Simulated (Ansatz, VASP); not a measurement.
**Li in VASP and in Ansatz**

INCAR

```
ALGO     = Normal         # electronic algorithm
EDIFF    = 1E-6           # SCF threshold, eV
EDIFFG   = -0.01          # ionic threshold
ENCUT    = 600            # plane-wave cutoff, eV
GGA      = PS             # functional
IBRION   = 2              # ionic algorithm
ISIF     = 3              # what is computed and relaxed
ISMEAR   = -1             # smearing method
IVDW     = 12             # dispersion correction
LASPH    = True           # aspherical terms in the spheres
LCHARG   = False          # write CHGCAR
LREAL    = False          # projectors in reciprocal space
LWAVE    = False          # write WAVECAR
NELM     = 60             # most SCF steps
NSW      = 80             # ionic steps
PREC     = Accurate       # precision mode
SIGMA    = 0.15           # smearing width, eV
```

KPOINTS

```
k-points
0
Gamma
  5 5 5
```

POSCAR

```
Li
1.0
    4.4544400000      0.0000000000      0.0000000000
    0.0000000000      4.4544400000      0.0000000000
    0.0000000000      0.0000000000      4.4544400000
Li
4
Direct
    0.8745680000      0.1254320000      0.6254320000
    0.3745680000      0.3745680000      0.3745680000
    0.1254320000      0.6254320000      0.8745680000
    0.6254320000      0.8745680000      0.1254320000
```

Input for Ansatz:

```yaml
crystal:
  lattice:
    - [4.45444, 0.0, 0.0]
    - [0.0, 4.45444, 0.0]
    - [0.0, 0.0, 4.45444]
  atoms:
    - { symbol: Li, position: [0.874568, 0.125432, 0.6254320000000001] }
    - { symbol: Li, position: [0.374568, 0.374568, 0.374568] }
    - { symbol: Li, position: [0.125432, 0.6254320000000001, 0.874568] }
    - { symbol: Li, position: [0.6254320000000001, 0.874568, 0.125432] }
basis:
  ecutwfc: 450.0
kpoints:
  mp_grid:
    grid: [5, 5, 5]
hamiltonian:
  xc: pbesol
  dispersion: d3bj
scf:
  occupations:
    method: fermi_dirac
    width: 0.15
relax:
  f_tol: 0.01
  cell: {}
```

Alike in both runs: task relaxation of cell and atoms; functional PBEsol; dispersion D3(BJ); k mesh 5 × 5 × 5; occupations fermi-dirac, width 0.15 eV; no spin polarisation.

|  | VASP | Ansatz |
| --- | --- | --- |
| version | VASP 6.6.1 | Ansatz 0.2.0 |
| potentials or method | VASP PAW PBE potentials, release 64 (Li_sv), cutoff 600 eV | plane waves, PAW |
| valence electrons in the cell | 12 | 12 |

|  | VASP | Ansatz | Ansatz less VASP |
| --- | --- | --- | --- |
| relaxed volume (Å³/atom) | 19.91 | 18.37 | -1.531 |
| relaxed cell length with the largest relative difference (Å) | 4.302 | 4.189 | -0.1133 |

VASP's potentials were made for PBE, not for PBEsol.

Noted on VASP's run: the cutoff is short for stress, so the pressure is rough.
